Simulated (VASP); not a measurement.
# KNa3Ge (Pm-3m) in VASP: further runs

The runs below take KNa3Ge through single point, relaxation of cell and atoms, with PBE.

All numbers are computed with VASP 6.6.1; they aren't measurements. Logs are shortened: lines on timing, memory, paths and dates and some standing lists are left out, and cuts for length are marked.

## Step 1: The cell of the first run

Symmetry: Pm-3m, No. 221, cubic system. The conventional cell has a = 5.106 Å, b = 5.106 Å, c = 5.106 Å, α = 90.00°, β = 90.00°, γ = 90.00°. K (site symmetry m-3m) has 12 Na at 3.61 Å and 8 Ge at 4.42 Å within 4.7 Å. Na (site symmetry 4/mmm) has 2 Ge at 2.55 Å within 3.4 Å. Ge (site symmetry m-3m) has 6 Na at 2.55 Å within 3.4 Å.

The cell was built from a structure type or drawn by symmetry, and may not be a known phase.

## Step 2: Single point, PBE

The input, INCAR:

```
PREC = Accurate
ENCUT = 520
EDIFF = 1E-6
ISMEAR = 0
SIGMA = 0.1
LREAL = F
LASPH = T
NELM = 80
ALGO = Normal
ISIF = 2
LWAVE = F
LCHARG = T
GGA = PE
LELF = T
LVHAR = T
NBANDS = 30
```

The input, KPOINTS:

```
Automatic mesh
0
Gamma
  4 4 4
```

The input, POSCAR:

```
KNa3Ge
1.0
    5.1061290100      0.0000000000      0.0000000000
    0.0000000000      5.1061290100      0.0000000000
    0.0000000000      0.0000000000      5.1061290100
K Na Ge
1 3 1
Direct
    0.0000000000      0.0000000000      0.0000000000
    0.0000000000      0.5000000000      0.5000000000
    0.5000000000      0.0000000000      0.5000000000
    0.5000000000      0.5000000000      0.0000000000
    0.5000000000      0.5000000000      0.5000000000
```

Potentials or basis: VASP PAW PBE potentials, release 64 (K_sv, Na_pv, Ge_d).

On the command line:

```bash
> cat potpaw_PBE.64/K_sv/POTCAR potpaw_PBE.64/Na_pv/POTCAR potpaw_PBE.64/Ge_d/POTCAR > POTCAR
> mpirun -np 1 vasp_std > vasp.out
```

OUTCAR:

```text
PREC = Accurate
   ENCUT = 520
   EDIFF = 1E-6
   ISMEAR = 0
   LREAL = F
   LASPH = T
   NELM = 80
   ISIF = 2
   GGA = PE

 ion  position               nearest neighbor table
   1  0.000  0.000  0.000-
   2  0.000  0.500  0.500-   5 2.55   5 2.55
   3  0.500  0.000  0.500-   5 2.55   5 2.55
   4  0.500  0.500  0.000-   5 2.55   5 2.55
   5  0.500  0.500  0.500-   2 2.55   3 2.55   4 2.55   4 2.55   3 2.55   2 2.55

  LATTYP: Found a simple cubic cell.
 ALAT       =     5.1061290100

  Lattice vectors:

 A1 = (   5.1061290100,   0.0000000000,   0.0000000000)
 A2 = (   0.0000000000,   5.1061290100,   0.0000000000)
 A3 = (   0.0000000000,   0.0000000000,   5.1061290100)

Analysis of symmetry for initial positions (statically):
=====================================================================
 Subroutine PRICEL returns:
 Original cell was already a primitive cell.

 Routine SETGRP: Setting up the symmetry group for a
 simple cubic supercell.

 Subroutine GETGRP returns: Found 48 space group operations
 (whereof 48 operations were pure point group operations)
 out of a pool of 48 trial point group operations.

The static configuration has the point symmetry O_h .

Analysis of symmetry for dynamics (positions and initial velocities):
=====================================================================
 Subroutine PRICEL returns:
 Original cell was already a primitive cell.

 Routine SETGRP: Setting up the symmetry group for a
 simple cubic supercell.

 Subroutine GETGRP returns: Found 48 space group operations
 (whereof 48 operations were pure point group operations)
 out of a pool of 48 trial point group operations.

The dynamic configuration has the point symmetry O_h .

 Subroutine INISYM returns: Found 48 space group operations
 (whereof 48 operations are pure point group operations),
 and found     1 'primitive' translations

----------------------------------------------------------------------------------------

                                     Primitive cell

  volume of cell :     133.1298

  direct lattice vectors                    reciprocal lattice vectors
     5.106129010  0.000000000  0.000000000     0.195843074  0.000000000  0.000000000
     0.000000000  5.106129010  0.000000000     0.000000000  0.195843074  0.000000000
     0.000000000  0.000000000  5.106129010     0.000000000  0.000000000  0.195843074

  length of vectors
     5.106129010  5.106129010  5.106129010     0.195843074  0.195843074  0.195843074

  position of ions in fractional coordinates (direct lattice)
     0.000000000  0.000000000  0.000000000
     0.000000000  0.500000000  0.500000000
     0.500000000  0.000000000  0.500000000
     0.500000000  0.500000000  0.000000000
     0.500000000  0.500000000  0.500000000

  ion indices of the primitive-cell ions
   primitive index   ion index
                 1           1
                 2           2
                 3           3
                 4           4
                 5           5

----------------------------------------------------------------------------------------

 KPOINTS: Automatic mesh

Automatic generation of k-mesh.
 Grid dimensions read from file:
 generate k-points for:    4    4    4

 Generating k-lattice:

  Cartesian coordinates                     Fractional coordinates (reciprocal lattice)
     0.048960768  0.000000000  0.000000000     0.250000000  0.000000000  0.000000000
     0.000000000  0.048960768  0.000000000     0.000000000  0.250000000  0.000000000
     0.000000000  0.000000000  0.048960768     0.000000000  0.000000000  0.250000000

  Length of vectors
     0.048960768  0.048960768  0.048960768

  Shift w.r.t. Gamma in fractional coordinates (k-lattice)
     0.000000000  0.000000000  0.000000000

 Subroutine IBZKPT returns following result:
 ===========================================

 Found     10 irreducible k-points:

 Following reciprocal coordinates:
            Coordinates               Weight
  0.000000  0.000000  0.000000      1.000000
  0.250000  0.000000  0.000000      6.000000
  0.500000  0.000000  0.000000      3.000000
  0.250000  0.250000  0.000000     12.000000
  0.500000  0.250000  0.000000     12.000000
  0.500000  0.500000  0.000000      3.000000
  0.250000  0.250000  0.250000      8.000000
  0.500000  0.250000  0.250000     12.000000
  0.500000  0.500000  0.250000      6.000000
  0.500000  0.500000  0.500000      1.000000
   k-points           NKPTS =     10   k-points in BZ     NKDIM =     10   number of bands    NBANDS=     30
   number of dos      NEDOS =    301   number of ions     NIONS =      5
   total plane-waves  NPLWV =  64000
   dimension x,y,z NGX =    40 NGY =   40 NGZ =   40
   dimension x,y,z NGXF=    80 NGYF=   80 NGZF=   80
   ions per type =               1   3   1
   NGX,Y,Z   is equivalent  to a cutoff of  13.02, 13.02, 13.02 a.u.
   NGXF,Y,Z  is equivalent  to a cutoff of  26.05, 26.05, 26.05 a.u.
 SYSTEM =  unknown system
   PREC   = accura    normal or accurate (medium, high low for compatibility)
   ISTART =      0    job   : 0-new  1-cont  2-samecut
   ICHARG =      2    charge: 1-file 2-atom 10-const
   ISPIN  =      1    spin polarized calculation?
   LNONCOLLINEAR =      F non collinear calculations
   LSORBIT =      F    spin-orbit coupling
   LASPH  =      T    aspherical Exc in radial PAW
   ENCUT  =  520.0 eV  38.22 Ry    6.18 a.u.   9.49  9.49  9.49*2*pi/ulx,y,z
   NELM   =     80;   NELMIN=  2; NELMDL= -5     # of ELM steps
   EDIFF  = 0.1E-05   stopping-criterion for ELM
   LREAL  =      F    real-space projection
   EDIFFG = 0.1E-04   stopping-criterion for IOM
   NSW    =      0    number of steps for IOM
   IBRION =     -1    ionic relax: 0-MD 1-quasi-New 2-CG
   NFREE  =      0    steps in history (QN), initial steepest desc. (CG)
   ISIF   =      2    stress and relaxation
   ISYM   =      2    0-nonsym 1-usesym 2-fastsym
   POTIM  = 0.5000    time-step for ionic-motion
   TEBEG  =    0.0;   TEEND  =   0.0 temperature during run
   PSTRESS=    0.0 pullay stress
   NELECT =      44.0000    total number of electrons
   NUPDOWN=      -1.0000    fix difference up-down
   EMIN   =  10.00;   EMAX   =-10.00  energy-range for DOS
   EFERMI =   0.00;   METHOD = LEGACY
   ISMEAR =     0;   SIGMA  =   0.10  broadening in eV -4-tet -1-fermi 0-gaus
   EFERMI_NEDOS =   21; number of points for ismear=-14 and -15
   IALGO  =     38    algorithm
   IMIX   =      4    mixing-type and parameters
     AMIX     =   0.40;   BMIX     =  1.00
     AMIX_MAG =   1.60;   BMIX_MAG =  1.00
  volume/ion in A,a.u.               =      26.63       179.68
  Fermi-wavevector in a.u.,A,eV,Ry     =   1.131881  2.138944 17.431153  1.281154
  Thomas-Fermi vector in A             =   2.268581
   LORBIT       =      0    0 simple, 1 ext, 2 COOP (PROOUT), +10 PAW based schemes
   GGA     = PE    functional components
   LHFCALC =     F    Hartree Fock is set to
   AEXX    =    0.0000 exact exchange contribution
   IVDW    =     0    specifies the selected vdW correction
   LEPSILON=     F    determine dielectric tensor
   LRPA    =     F    only Hartree local field effects (RPA)
 non-spin polarized calculation
 Gauss-broadening in eV      SIGMA  =   0.10
  energy-cutoff  :      520.00
  volume of cell :      133.13
 maximum number of plane-waves:      3695
 NGX is ok and might be reduce to    40
   NGX = 19   NGY = 19   NGZ = 19

 number of electron      44.0000000 magnetization

 Free energy of the ion-electron system (eV)
  ---------------------------------------------------
  ext. energy  EPLUGINS =         0.00000000
  ---------------------------------------------------
  free energy    TOTEN  =        -8.20308038 eV

  energy without entropy =       -8.19592296  energy(sigma->0) =       -8.19950167

 E-fermi :   1.9471     XC(G=0):  -7.9142

 val. band max:        1.8685895858   @ k =   0.5000   0.5000   0.0000
 cond. band min:       2.0228422673   @ k =   0.5000   0.5000   0.0000
 fundamental gap:      0.1542526815
 Fermi energy:         1.9471150681

 k-point     1 :       0.0000    0.0000    0.0000
  band No.  band energies     occupation
      1     -30.0459      2.00000
      2     -22.0231      2.00000
      3     -22.0231      2.00000
      4     -22.0231      2.00000
      5     -22.0077      2.00000
      6     -22.0077      2.00000
[... 22 lines left out ...]
     29       7.8273      0.00000
     30       7.8273      0.00000

 k-point     2 :       0.2500    0.0000    0.0000
  band No.  band energies     occupation
      1     -30.0457      2.00000
      2     -22.0252      2.00000
      3     -22.0210      2.00000
      4     -22.0210      2.00000
      5     -22.0100      2.00000
      6     -22.0100      2.00000
[... 22 lines left out ...]
     29       7.0059      0.00000
     30       7.1381      0.00000

 k-point     3 :       0.5000    0.0000    0.0000
  band No.  band energies     occupation
      1     -30.0456      2.00000
      2     -22.0376      2.00000
      3     -22.0158      2.00000
      4     -22.0158      2.00000
      5     -22.0155      2.00000
      6     -22.0155      2.00000
[... 22 lines left out ...]
     29       6.7198      0.00000
     30       6.7199      0.00000

 k-point     4 :       0.2500    0.2500    0.0000
  band No.  band energies     occupation
      1     -30.0456      2.00000
      2     -22.0280      2.00000
      3     -22.0228      2.00000
      4     -22.0194      2.00000
      5     -22.0143      2.00000
      6     -22.0115      2.00000
[... 154 lines left out ...]
     29       6.5763      0.00000
     30       7.0594      0.00000

 k-point     9 :       0.5000    0.5000    0.2500
  band No.  band energies     occupation
      1     -30.0449      2.00000
      2     -22.0458      2.00000
      3     -22.0371      2.00000
      4     -22.0315      2.00000
      5     -22.0300      2.00000
      6     -22.0300      2.00000
[... 22 lines left out ...]
     29       6.4583      0.00000
     30       7.6565      0.00000

 k-point    10 :       0.5000    0.5000    0.5000
  band No.  band energies     occupation
      1     -30.0447      2.00000
      2     -22.0458      2.00000
      3     -22.0458      2.00000
      4     -22.0373      2.00000
      5     -22.0373      2.00000
      6     -22.0373      2.00000
[... 22 lines left out ...]
     29       6.7036      0.00000
     30       7.7387      0.00000

------------------------ aborting loop because EDIFF is reached ----------------------------------------

  FORCE on cell =-STRESS in cart. coord.  units (eV):
  Direction    XX          YY          ZZ          XY          YZ          ZX
  --------------------------------------------------------------------------------------
  -------------------------------------------------------------------------------------
  Total        7.5328006      7.5328006      7.5328006      0.0000000     -0.0000000      0.0000000
  in kB       90.6549873     90.6549873     90.6549873      0.0000000     -0.0000000      0.0000000
  external PRESSURE =      90.6549873 kB  Pullay stress =       0.0000000 kB

 VOLUME and BASIS-vectors are now :
 -----------------------------------------------------------------------------
  energy-cutoff  :      520.00
  volume of cell :      133.13
      direct lattice vectors                 reciprocal lattice vectors
     5.106129010  0.000000000  0.000000000     0.195843074  0.000000000  0.000000000
     0.000000000  5.106129010  0.000000000     0.000000000  0.195843074  0.000000000
     0.000000000  0.000000000  5.106129010     0.000000000  0.000000000  0.195843074

 POSITION                                       TOTAL-FORCE (eV/Angst)
 -----------------------------------------------------------------------------------
      0.00000      0.00000      0.00000         0.000000      0.000000      0.000000
      0.00000      2.55306      2.55306         0.000000      0.000000      0.000000
      2.55306      0.00000      2.55306         0.000000      0.000000      0.000000
      2.55306      2.55306      0.00000         0.000000      0.000000      0.000000
      2.55306      2.55306      2.55306         0.000000      0.000000      0.000000
 -----------------------------------------------------------------------------------
    total drift:                               -0.000000      0.000000     -0.000000

  FREE ENERGIE OF THE ION-ELECTRON SYSTEM (eV)
  ---------------------------------------------------
  free  energy   TOTEN  =        -8.2030803810 eV

  energy  without entropy=       -8.1959229558  energy(sigma->0) =       -8.19950167
```

It took 21 s on 1 thread of Intel Xeon 6975P-C (Granite Rapids), shared host; peak memory 0.25 GiB.

Results:

```
Free energy            : -8.2031 eV
Pressure               : 9.1 GPa
Band gap on the k mesh : zero (bands 22 and 23 overlap by 0.29 eV)
```

Caveat: the cell stands under pressure.

## Step 3: Single point, PBE

This run uses another cell than the first one, of 38.38 Å³/atom.

The input, INCAR:

```
PREC     = Accurate       # precision mode
ENCUT    = 520            # plane-wave cutoff, eV
EDIFF    = 1E-6           # SCF threshold, eV
ISMEAR   = 0              # smearing method
SIGMA    = 0.1            # smearing width, eV
LREAL    = F              # projectors in reciprocal space
LASPH    = T              # aspherical terms in the spheres
NELM     = 100            # most SCF steps
ALGO     = Normal         # electronic algorithm
ISIF     = 2              # what is computed and relaxed
LWAVE    = F              # write WAVECAR
LCHARG   = T              # write CHGCAR
GGA      = PE             # functional
LELF     = T              # ELF
LVHAR    = T            
NBANDS   = 30             # bands
```

KPOINTS is that of step 2.

Changes to POSCAR since step 2:

```diff
@@ -2,5 +2,5 @@
 1.0
-    5.1061290100      0.0000000000      0.0000000000
-    0.0000000000      5.1061290100      0.0000000000
-    0.0000000000      0.0000000000      5.1061290100
+    5.7681555127      0.0000000000      0.0000000000
+    0.0000000000      5.7681555127      0.0000000000
+    0.0000000000      0.0000000000      5.7681555127
 K Na Ge
```

Potentials or basis: VASP PAW PBE potentials, release 64 (K_sv, Na_pv, Ge_d).

On the command line:

```bash
> cat potpaw_PBE.64/K_sv/POTCAR potpaw_PBE.64/Na_pv/POTCAR potpaw_PBE.64/Ge_d/POTCAR > POTCAR
> mpirun -np 1 vasp_std > vasp.out
```

Run time: 32 s. Hardware: 1 thread of Intel Xeon 6975P-C (Granite Rapids), shared host; peak memory 0.33 GiB.

The run converged. Its results:

```yaml
Free_energy: -9.4750 eV
Pressure: 0.2 GPa
Band_gap_on_the_k_mesh: zero (bands 22 and 23 overlap by 0.31 eV)
```

Levels at points of the mesh, in eV from the Fermi level:
```csv
k point,band 20,band 21,band 22,band 23,band 24,band 25
"(0.00, 0.00, 0.00)",-1.09,-0.29,-0.29,-0.29,1.59,1.59
"(0.50, 0.00, 0.00)",-1.97,-0.15,-0.15,0.40,1.87,2.22
"(0.50, 0.50, 0.00)",-1.38,-1.38,0.01,0.06,1.79,2.68
"(0.50, 0.50, 0.50)",-1.06,-1.06,-1.06,0.92,0.92,0.92
```

(Continued in part 2 of 2.)
